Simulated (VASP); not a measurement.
Set up this calculation in VASP 6.6.1, as the native input.

- Task: single point
- Functional: r2SCAN
- Potentials or basis: VASP PAW PBE potentials, release 64 (Ta_pv)
- Cutoff: 550 eV
- k mesh: 11 × 11 × 5
- Occupations: fermi-dirac, width 0.05 eV
- Spin: no spin polarisation
- Dipole correction: no
- Further INCAR settings: ALGO = Normal; EDIFF = 1e-06; NBANDS = 18

The system is Ta.

```
Ta
1.0
     2.95726    0.00000    0.00000
    -1.47863    2.56106    0.00000
     0.00000    0.00000    5.26760
Ta
2
Direct
  0.33333 0.66667 0.25000
  0.66667 0.33333 0.75000
```

This isn't the form of Ta at room conditions, which is bcc.

One way to write it, as run:

POSCAR

```
Ta
1.0
    2.9572565550      0.0000000000      0.0000000000
   -1.4786282775      2.5610593022      0.0000000000
    0.0000000000      0.0000000000      5.2675992145
Ta
2
Direct
    0.3333333333      0.6666666667      0.2500000000
    0.6666666667      0.3333333333      0.7500000000
```

INCAR.step1

```
ALGO = Normal
EDIFF = 1E-5
ENCUT = 550
GGA = PE
GGA_COMPAT = False
ISMEAR = -1
LASPH = True
LCHARG = False
LREAL = False
LWAVE = True
NBANDS = 18
NELM = 120
PREC = Accurate
SIGMA = 0.05
```

INCAR.step2

```
ALGO = Normal
EDIFF = 1E-6
ENCUT = 550
GGA_COMPAT = False
ISIF = 2
ISMEAR = -1
ISTART = 1
LASPH = True
LCHARG = True
LELF = True
LMIXTAU = True
LREAL = False
LVHAR = True
LWAVE = False
METAGGA = R2SCAN
NBANDS = 18
NELM = 120
PREC = Accurate
SIGMA = 0.05
```

KPOINTS

```
k-points
0
Gamma
  11 11 5
```

Potentials or basis: VASP PAW PBE potentials, release 64 (Ta_pv).

Launch:

```sh
$ cat potpaw_PBE.64/Ta_pv/POTCAR > POTCAR
$ cp INCAR.step1 INCAR
$ mpirun -np 1 vasp_std > vasp.out
$ cp INCAR.step2 INCAR
$ mpirun -np 1 vasp_std > vasp.out
```

It gave:

| Item | Value |
| --- | --- |
| Pressure | -12.8 GPa |
| Band gap on the k mesh | zero (bands 11 and 12 overlap by 1.39 eV) |

Caveat: the cell stands under tension; the PAW data sets were made with another functional, which shifts forces and pressure a little; spin-orbit coupling is left out, which moves the levels of the heavy elements.

Run time: 100 s on 1 thread of Intel(R) Xeon(R) Platinum 8259CL CPU @ 2.50GHz (Skylake/Cascade Lake), with other jobs on the host, peak memory 0.18 GiB.
